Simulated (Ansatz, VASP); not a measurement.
## B2AsN in VASP and in Ansatz

File INCAR:

```
SYSTEM = B2AsN
PREC = Accurate
ENCUT = 520
EDIFF = 1E-7
ISMEAR = -1
SIGMA = 0.02
LREAL = .FALSE.
LASPH = .TRUE.
NELM = 80
ALGO = Normal
ISIF = 2
LWAVE = .FALSE.
LCHARG = .FALSE.
GGA = PE
NBANDS = 16
```

KPOINTS

```
Automatic mesh
0
G
  8 8 6
  0 0 0
```

POSCAR

```
B2AsN
1.0
    3.0545601709      0.0000000000      0.0000000000
    0.0000000000      3.0545601709      0.0000000000
    0.0000000000      0.0000000000      4.3828803378
N B As
1 2 1
Direct
    0.0000000000      0.0000000000      0.0000000000
    0.0000000000      0.5000000000      0.8031805781
    0.5000000000      0.0000000000      0.1968194219
    0.5000000000      0.5000000000      0.5000000000
```

Input for Ansatz:

```yaml
crystal:
  lattice:
    - [3.0545601709, 0.0, 0.0]
    - [0.0, 3.0545601709, 0.0]
    - [0.0, 0.0, 4.3828803378]
  atoms:
    - { symbol: "N", position: [0.0, 0.0, 0.0] }
    - { symbol: B, position: [0.0, 0.5, 0.8031805781] }
    - { symbol: As, position: [0.5, 0.5, 0.5] }
    - { symbol: B, position: [0.5, 0.0, 0.1968194219] }
kpoints:
  mp_grid: { grid: [8, 8, 6] }
hamiltonian:
  xc: pbe
scf:
  occupations: { method: fermi_dirac, width: 0.02 }
  n_extra_bands: 5
output:
  forces: true
  stress: true
  eigenvalues: true
```

Alike in both runs: task single point; functional PBE; k mesh 8 × 8 × 6; occupations fermi-dirac, width 0.02 eV; no spin polarisation.

|  | VASP | Ansatz |
| --- | --- | --- |
| version | VASP 6.6.1 | Ansatz 0.2.0 |
| potentials or method | VASP PAW PBE potentials, release 64 (N, B, As) | plane waves, PAW |
| plane-wave cutoff (eV) | 520 | 420 |
| valence electrons in the cell | 16 | 26 |

VASP gave:

| Property | Result |
| --- | --- |
| pressure (GPa) | -9.9 |
| rms of the force components (eV/Å) | 0.087 |

Question: Which values does Ansatz return?

Answer: Pressure (GPa): -10.5; rms of the force components (eV/Å): 0.118.

VASP's potentials hold 16 valence electrons a cell and Ansatz's 26, so a difference there can come from the potentials and not from the codes.
